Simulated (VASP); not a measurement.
# TaTi2Si3 (P6/mmm) in VASP: further runs

Runs on TaTi2Si3. Level: PBE. Tasks: single point, relaxation of cell and atoms.

All numbers are computed with VASP 6.6.1; they aren't measurements. Logs are shortened: lines on timing, memory, paths and dates and some standing lists are left out, and cuts for length are marked.

## (1) The cell of the first run

Symmetry: P6/mmm, No. 191, hexagonal system. Conventional cell: a = 4.975 Å, b = 4.975 Å, c = 3.922 Å, α = 90.00°, β = 90.00°, γ = 120.00°. Within 3.2 Å of Ti (site symmetry -6m2) lie 6 Si at 2.43 Å and 3 Ti at 2.87 Å and 3 Ta at 2.87 Å. Ta (site symmetry 6/mmm) has 6 Ti at 2.87 Å and 12 Si at 3.17 Å and 2 Ta at 3.92 Å within 4.0 Å. Si (site symmetry mmm) has 4 Ti at 2.43 Å and 4 Si at 2.49 Å and 4 Ta at 3.17 Å within 3.2 Å.

The cell was built from a structure type or drawn by symmetry, and may not be a known phase.

## (2) Single point, PBE

The input, INCAR:

```
  PREC = Accurate
  ENCUT = 520
  EDIFF = 1E-7
  ISMEAR = 0
  SIGMA = 0.1
  LREAL = False
  LASPH = True
  NELM = 60
  ALGO = Normal
  ISIF = 2
  LWAVE = False
  LCHARG = False
  GGA = PE
  NBANDS = 32
```

The input, KPOINTS:

```
regular mesh
0
Gamma
  6 6 4
```

The input, POSCAR:

```
TaTi2Si3
1.0
    4.9751430500      0.0000000000      0.0000000000
   -2.4875715200      4.3086002600      0.0000000000
    0.0000000000      0.0000000000      3.9216634100
Ti Ta Si
2 1 3
Direct
    0.3333333300      0.6666666700      0.0000000000
    0.6666666700      0.3333333300      0.0000000000
    0.0000000000      0.0000000000      0.0000000000
    0.5000000000      0.0000000000      0.5000000000
    0.5000000000      0.5000000000      0.5000000000
    0.0000000000      0.5000000000      0.5000000000
```

Potentials or basis: VASP PAW PBE potentials, release 64 (Ti_sv, Ta_pv, Si).

On the command line:

```sh
cat potpaw_PBE.64/Ti_sv/POTCAR potpaw_PBE.64/Ta_pv/POTCAR potpaw_PBE.64/Si/POTCAR > POTCAR
mpirun -np 1 vasp_std > vasp.out
```

OUTCAR:

```text
PREC = Accurate
   ENCUT = 520
   EDIFF = 1E-7
   ISMEAR = 0
   LREAL = False
   LASPH = True
   NELM = 60
   ISIF = 2
   GGA = PE

 ion  position               nearest neighbor table
   1  0.333  0.667  0.000-   4 2.43   4 2.43   6 2.43   6 2.43   5 2.43   5 2.43   2 2.87   3 2.87
                             2 2.87   3 2.87   3 2.87   2 2.87
   2  0.667  0.333  0.000-   4 2.43   4 2.43   6 2.43   6 2.43   5 2.43   5 2.43   1 2.87   3 2.87
                             1 2.87   3 2.87   3 2.87   1 2.87
   3  0.000  0.000  0.000-   1 2.87   2 2.87   1 2.87   2 2.87   2 2.87   1 2.87   6 3.17   6 3.17
                             6 3.17   6 3.17   5 3.17   5 3.17   5 3.17   5 3.17   4 3.17   4 3.17
   4  0.500  0.000  0.500-   1 2.43   2 2.43   1 2.43   2 2.43   5 2.49   5 2.49   6 2.49   6 2.49
                             3 3.17   3 3.17   3 3.17   3 3.17
   5  0.500  0.500  0.500-   1 2.43   2 2.43   1 2.43   2 2.43   4 2.49   4 2.49   6 2.49   6 2.49
                             3 3.17   3 3.17   3 3.17   3 3.17
   6  0.000  0.500  0.500-   1 2.43   2 2.43   1 2.43   2 2.43   4 2.49   4 2.49   5 2.49   5 2.49
                             3 3.17   3 3.17   3 3.17   3 3.17

  LATTYP: Found a hexagonal cell.
 ALAT       =     4.9751430500
 C/A-ratio  =     0.7882513871

  Lattice vectors:

 A1 = (   4.9751430500,   0.0000000000,   0.0000000000)
 A2 = (  -2.4875715200,   4.3086002600,   0.0000000000)
 A3 = (   0.0000000000,   0.0000000000,   3.9216634100)

Analysis of symmetry for initial positions (statically):
=====================================================================
 Subroutine PRICEL returns:
 Original cell was already a primitive cell.

 Routine SETGRP: Setting up the symmetry group for a
 hexagonal supercell.

 Subroutine GETGRP returns: Found 24 space group operations
 (whereof 24 operations were pure point group operations)
 out of a pool of 24 trial point group operations.

The static configuration has the point symmetry D_6h.

Analysis of symmetry for dynamics (positions and initial velocities):
=====================================================================
 Subroutine PRICEL returns:
 Original cell was already a primitive cell.

 Routine SETGRP: Setting up the symmetry group for a
 hexagonal supercell.

 Subroutine GETGRP returns: Found 24 space group operations
 (whereof 24 operations were pure point group operations)
 out of a pool of 24 trial point group operations.

The dynamic configuration has the point symmetry D_6h.

 Subroutine INISYM returns: Found 24 space group operations
 (whereof 24 operations are pure point group operations),
 and found     1 'primitive' translations

----------------------------------------------------------------------------------------

                                     Primitive cell

  volume of cell :      84.0644

  direct lattice vectors                    reciprocal lattice vectors
     4.975143050  0.000000000  0.000000000     0.200999246  0.116046969  0.000000000
    -2.487571520  4.308600260  0.000000000     0.000000000  0.232093938  0.000000000
     0.000000000  0.000000000  3.921663410     0.000000000  0.000000000  0.254993837

  length of vectors
     4.975143050  4.975143040  3.921663410     0.232093937  0.232093938  0.254993837

  position of ions in fractional coordinates (direct lattice)
     0.333333330  0.666666670  0.000000000
     0.666666670  0.333333330  0.000000000
     0.000000000  0.000000000  0.000000000
     0.500000000  0.000000000  0.500000000
     0.500000000  0.500000000  0.500000000
     1.000000000  0.500000000  0.500000000

  ion indices of the primitive-cell ions
   primitive index   ion index
                 1           1
                 2           2
                 3           3
                 4           4
                 5           5
                 6           6

----------------------------------------------------------------------------------------

 KPOINTS: regular mesh

Automatic generation of k-mesh.
 Grid dimensions read from file:
 generate k-points for:    6    6    4

 Generating k-lattice:

  Cartesian coordinates                     Fractional coordinates (reciprocal lattice)
     0.033499874  0.019341161  0.000000000     0.166666667  0.000000000  0.000000000
     0.000000000  0.038682323  0.000000000     0.000000000  0.166666667  0.000000000
     0.000000000  0.000000000  0.063748459     0.000000000  0.000000000  0.250000000

  Length of vectors
     0.038682323  0.038682323  0.063748459

  Shift w.r.t. Gamma in fractional coordinates (k-lattice)
     0.000000000  0.000000000  0.000000000

 Subroutine IBZKPT returns following result:
 ===========================================

 Found     21 irreducible k-points:

 Following reciprocal coordinates:
            Coordinates               Weight
  0.000000  0.000000  0.000000      1.000000
  0.166667  0.000000  0.000000      6.000000
  0.333333  0.000000  0.000000      6.000000
  0.500000  0.000000  0.000000      3.000000
  0.166667  0.166667  0.000000      6.000000
  0.333333  0.166667  0.000000     12.000000
[... 13 lines left out ...]
  0.333333  0.166667  0.500000     12.000000
  0.333333  0.333333  0.500000      2.000000
   k-points           NKPTS =     21   k-points in BZ     NKDIM =     21   number of bands    NBANDS=     32
   number of dos      NEDOS =    301   number of ions     NIONS =      6
   total plane-waves  NPLWV =  48000
   dimension x,y,z NGX =    40 NGY =   40 NGZ =   30
   dimension x,y,z NGXF=    80 NGYF=   80 NGZF=   60
   ions per type =               2   1   3
   NGX,Y,Z   is equivalent  to a cutoff of  13.37, 13.37, 12.72 a.u.
   NGXF,Y,Z  is equivalent  to a cutoff of  26.73, 26.73, 25.44 a.u.
 SYSTEM =  unknown system
   PREC   = accura    normal or accurate (medium, high low for compatibility)
   ISTART =      0    job   : 0-new  1-cont  2-samecut
   ICHARG =      2    charge: 1-file 2-atom 10-const
   ISPIN  =      1    spin polarized calculation?
   LNONCOLLINEAR =      F non collinear calculations
   LSORBIT =      F    spin-orbit coupling
   LASPH  =      T    aspherical Exc in radial PAW
   ENCUT  =  520.0 eV  38.22 Ry    6.18 a.u.   9.25  9.25  7.29*2*pi/ulx,y,z
   NELM   =     60;   NELMIN=  2; NELMDL= -5     # of ELM steps
   EDIFF  = 0.1E-06   stopping-criterion for ELM
   LREAL  =      F    real-space projection
   EDIFFG = 0.1E-05   stopping-criterion for IOM
   NSW    =      0    number of steps for IOM
   IBRION =     -1    ionic relax: 0-MD 1-quasi-New 2-CG
   NFREE  =      0    steps in history (QN), initial steepest desc. (CG)
   ISIF   =      2    stress and relaxation
   ISYM   =      2    0-nonsym 1-usesym 2-fastsym
   POTIM  = 0.5000    time-step for ionic-motion
   TEBEG  =    0.0;   TEEND  =   0.0 temperature during run
   PSTRESS=    0.0 pullay stress
   NELECT =      47.0000    total number of electrons
   NUPDOWN=      -1.0000    fix difference up-down
   EMIN   =  10.00;   EMAX   =-10.00  energy-range for DOS
   EFERMI =   0.00;   METHOD = LEGACY
   ISMEAR =     0;   SIGMA  =   0.10  broadening in eV -4-tet -1-fermi 0-gaus
   EFERMI_NEDOS =   21; number of points for ismear=-14 and -15
   IALGO  =     38    algorithm
   IMIX   =      4    mixing-type and parameters
     AMIX     =   0.40;   BMIX     =  1.00
     AMIX_MAG =   1.60;   BMIX_MAG =  1.00
  volume/ion in A,a.u.               =      14.01        94.55
  Fermi-wavevector in a.u.,A,eV,Ry     =   1.348663  2.548603 24.747524  1.818892
  Thomas-Fermi vector in A             =   2.476313
   LORBIT       =      0    0 simple, 1 ext, 2 COOP (PROOUT), +10 PAW based schemes
   GGA     = PE    functional components
   LHFCALC =     F    Hartree Fock is set to
   AEXX    =    0.0000 exact exchange contribution
   IVDW    =     0    specifies the selected vdW correction
   LEPSILON=     F    determine dielectric tensor
   LRPA    =     F    only Hartree local field effects (RPA)
 non-spin polarized calculation
 Gauss-broadening in eV      SIGMA  =   0.10
  energy-cutoff  :      520.00
  volume of cell :       84.06
 maximum number of plane-waves:      2294
 NGX is ok and might be reduce to    40
   NGX = 19   NGY = 19   NGZ = 15

 number of electron      46.9999993 magnetization

 Free energy of the ion-electron system (eV)
  ---------------------------------------------------
  ext. energy  EPLUGINS =         0.00000000
  ---------------------------------------------------
  free energy    TOTEN  =       -44.19165280 eV

  energy without entropy =      -44.17702728  energy(sigma->0) =      -44.18434004

 E-fermi :  10.1014     XC(G=0): -12.1350

 val. band max:       10.0724034143   @ k =   0.5000   0.0000   0.5000
 cond. band min:      10.1241870462   @ k =   0.3333   0.3333   0.5000
 fundamental gap:      0.0517836319
 Fermi energy:        10.1014342923

 k-point     1 :       0.0000    0.0000    0.0000
  band No.  band energies     occupation
      1     -45.9986      2.00000
      2     -45.9210      2.00000
      3     -24.8092      2.00000
      4     -24.7333      2.00000
      5     -24.7333      2.00000
      6     -22.5855      2.00000
[... 24 lines left out ...]
     31      12.7377      0.00000
     32      12.7377      0.00000

 k-point     2 :       0.1667    0.0000    0.0000
  band No.  band energies     occupation
      1     -45.9941      2.00000
      2     -45.9256      2.00000
      3     -24.8088      2.00000
      4     -24.7365      2.00000
      5     -24.7298      2.00000
      6     -22.5808      2.00000
[... 24 lines left out ...]
     31      12.7140      0.00000
     32      12.8891      0.00000
[... 628 lines left out ...]
     31      13.6965      0.00000
     32      13.8818      0.00000

 k-point    21 :       0.3333    0.3333    0.5000
  band No.  band energies     occupation
      1     -45.9586      2.00000
      2     -45.9586      2.00000
      3     -24.8352      2.00000
      4     -24.7262      2.00000
      5     -24.7262      2.00000
      6     -22.5857      2.00000
[... 24 lines left out ...]
     31      13.5446      0.00000
     32      13.5814      0.00000

------------------------ aborting loop because EDIFF is reached ----------------------------------------

  FORCE on cell =-STRESS in cart. coord.  units (eV):
  Direction    XX          YY          ZZ          XY          YZ          ZX
  --------------------------------------------------------------------------------------
  -------------------------------------------------------------------------------------
  Total        8.2805944      8.2805943     16.2803349      0.0000000     -0.0000000      0.0000000
  in kB      157.8192597    157.8192591    310.2857464      0.0000002     -0.0000000      0.0000000
  external PRESSURE =     208.6414217 kB  Pullay stress =       0.0000000 kB

 VOLUME and BASIS-vectors are now :
 -----------------------------------------------------------------------------
  energy-cutoff  :      520.00
  volume of cell :       84.06
      direct lattice vectors                 reciprocal lattice vectors
     4.975143050  0.000000000  0.000000000     0.200999246  0.116046969  0.000000000
    -2.487571520  4.308600260  0.000000000     0.000000000  0.232093938  0.000000000
     0.000000000  0.000000000  3.921663410     0.000000000  0.000000000  0.254993837

 POSITION                                       TOTAL-FORCE (eV/Angst)
 -----------------------------------------------------------------------------------
     -0.00000      2.87240      0.00000        -0.000000      0.000000      0.000000
      2.48757      1.43620      0.00000         0.000000     -0.000000      0.000000
      0.00000      0.00000      0.00000         0.000000      0.000000      0.000000
      2.48757      0.00000      1.96083        -0.000000      0.000000      0.000000
      1.24379      2.15430      1.96083         0.000000      0.000000      0.000000
     -1.24379      2.15430      1.96083        -0.000000      0.000000      0.000000
 -----------------------------------------------------------------------------------
    total drift:                                0.000000     -0.000000      0.000000

  FREE ENERGIE OF THE ION-ELECTRON SYSTEM (eV)
  ---------------------------------------------------
  free  energy   TOTEN  =       -44.1916527958 eV

  energy  without entropy=      -44.1770272768  energy(sigma->0) =      -44.18434004
```

It took 27 s on 1 thread of Intel Xeon 6975P-C (Granite Rapids), shared host; peak memory 0.24 GiB.

What came out:

```
Free energy            : -44.1917 eV
Pressure               : 20.9 GPa
Band gap on the k mesh : zero (an odd number of electrons rules out a gap without spin polarisation)
```

Caveat: the k points lie up to 0.40 Å⁻¹ apart, too coarse for converged energies and pressures of a metal; spin-orbit coupling is left out, which moves the levels of the heavy elements.

## (3) Single point, PBE

This run uses another cell than the first one, of 15.62 Å³/atom.

The input, INCAR:

```
SYSTEM = TaTi2Si3
  PREC = Accurate
  ENCUT = 520
  EDIFF = 1E-6
  ISMEAR = 0
  SIGMA = 0.1
  LREAL = .FALSE.
  LASPH = .TRUE.
  NELM = 100
  ALGO = Normal
  ISIF = 2
  LWAVE = .FALSE.
  LCHARG = .FALSE.
  GGA = PE
  NBANDS = 32
```

The input, KPOINTS:

```
regular mesh
0
G
  6 6 4
  0 0 0
```

The input, POSCAR:

```
TaTi2Si3
1.0
    5.0805117083     -0.0000000029      0.0000000000
   -2.5402558516      4.3998522051      0.0000000000
    0.0000000000      0.0000000000      4.1936878160
Ti Ta Si
2 1 3
Direct
    0.3333333333      0.6666666667      0.0000000000
    0.6666666667      0.3333333333      0.0000000000
    0.0000000000      0.0000000000      0.0000000000
    0.5000000000      0.0000000000      0.5000000000
    0.5000000000      0.5000000000      0.5000000000
    0.0000000000      0.5000000000      0.5000000000
```

Potentials or basis: VASP PAW PBE potentials, release 64 (Ti_sv, Ta_pv, Si).

On the command line:

```sh
cat potpaw_PBE.64/Ti_sv/POTCAR potpaw_PBE.64/Ta_pv/POTCAR potpaw_PBE.64/Si/POTCAR > POTCAR
mpirun -np 1 vasp_std > vasp.out
```

OUTCAR:

```text
SYSTEM = TaTi2Si3
   PREC = Accurate
   ENCUT = 520
   EDIFF = 1E-6
   ISMEAR = 0
   LREAL = .FALSE.
   LASPH = .TRUE.
   NELM = 100
   ISIF = 2
   GGA = PE

 ion  position               nearest neighbor table
   1  0.333  0.667  0.000-   6 2.56   6 2.56   4 2.56   4 2.56   5 2.56   5 2.56   3 2.93   3 2.93
                             3 2.93
   2  0.667  0.333  0.000-   6 2.56   6 2.56   4 2.56   4 2.56   5 2.56   5 2.56   3 2.93   3 2.93
                             3 2.93
   3  0.000  0.000  0.000-   1 2.93   2 2.93   2 2.93   1 2.93   2 2.93   1 2.93   4 3.29   4 3.29
                             4 3.29   4 3.29   6 3.29   6 3.29   6 3.29   6 3.29   5 3.29   5 3.29
   4  0.500  0.000  0.500-   5 2.54   5 2.54   6 2.54   6 2.54   1 2.56   2 2.56   1 2.56   2 2.56
[... 944 lines left out ...]
  in kB       -0.9288020     -0.9288020      0.6972617     -0.0000000     -0.0000000      0.0000000
  external PRESSURE =      -0.3867808 kB  Pullay stress =       0.0000000 kB

 VOLUME and BASIS-vectors are now :
 -----------------------------------------------------------------------------
  energy-cutoff  :      520.00
  volume of cell :       93.74
      direct lattice vectors                 reciprocal lattice vectors
     5.080511708 -0.000000003  0.000000000     0.196830567  0.113640181  0.000000000
    -2.540255852  4.399852205  0.000000000     0.000000000  0.227280362  0.000000000
     0.000000000  0.000000000  4.193687816     0.000000000  0.000000000  0.238453610

 POSITION                                       TOTAL-FORCE (eV/Angst)
 -----------------------------------------------------------------------------------
      0.00000      2.93323      0.00000        -0.000000      0.000000      0.000000
      2.54026      1.46662      0.00000         0.000000     -0.000000      0.000000
      0.00000      0.00000      0.00000         0.000000      0.000000      0.000000
      2.54026     -0.00000      2.09684         0.000000      0.000000      0.000000
      1.27013      2.19993      2.09684         0.000000      0.000000      0.000000
     -1.27013      2.19993      2.09684         0.000000      0.000000      0.000000
 -----------------------------------------------------------------------------------
    total drift:                                0.000000     -0.000000      0.000000

  FREE ENERGIE OF THE ION-ELECTRON SYSTEM (eV)
  ---------------------------------------------------
  free  energy   TOTEN  =       -44.8850547193 eV

  energy  without entropy=      -44.8699911888  energy(sigma->0) =      -44.87752295
```

Run time: 26 s. Hardware: 1 thread of Intel Xeon 6975P-C (Granite Rapids), shared host; peak memory 0.25 GiB.

Results:

* Free energy: -44.8851 eV
* Pressure: 0.0 GPa
* Band gap on the k mesh: zero (an odd number of electrons rules out a gap without spin polarisation)

Levels at points of the mesh, in eV from the Fermi level:
| k point | band 19 | band 20 | band 21 | band 22 | band 23 | band 24 | band 25 | band 26 | band 27 | band 28 |
| --- | --- | --- | --- | --- | --- | --- | --- | --- | --- | --- |
| (0.00, 0.00, 0.00) | -2.99 | -2.11 | -2.11 | -1.59 | -0.94 | -0.94 | 0.65 | 0.65 | 1.33 | 1.33 |
| (0.50, 0.00, 0.00) | -2.56 | -1.90 | -1.83 | -1.25 | -1.18 | 1.10 | 1.28 | 1.38 | 1.50 | 1.55 |
| (0.00, 0.00, 0.50) | -2.35 | -2.35 | -1.10 | -0.53 | -0.53 | -0.15 | 0.77 | 0.77 | 1.11 | 1.59 |
| (0.50, 0.00, 0.50) | -1.62 | -1.33 | -0.99 | -0.87 | -0.25 | 0.02 | 0.04 | 0.05 | 0.42 | 0.94 |

Caveat: the k points lie up to 0.37 Å⁻¹ apart, too coarse for converged energies and pressures of a metal; spin-orbit coupling is left out, which moves the levels of the heavy elements.

[end of part 1 of 2]
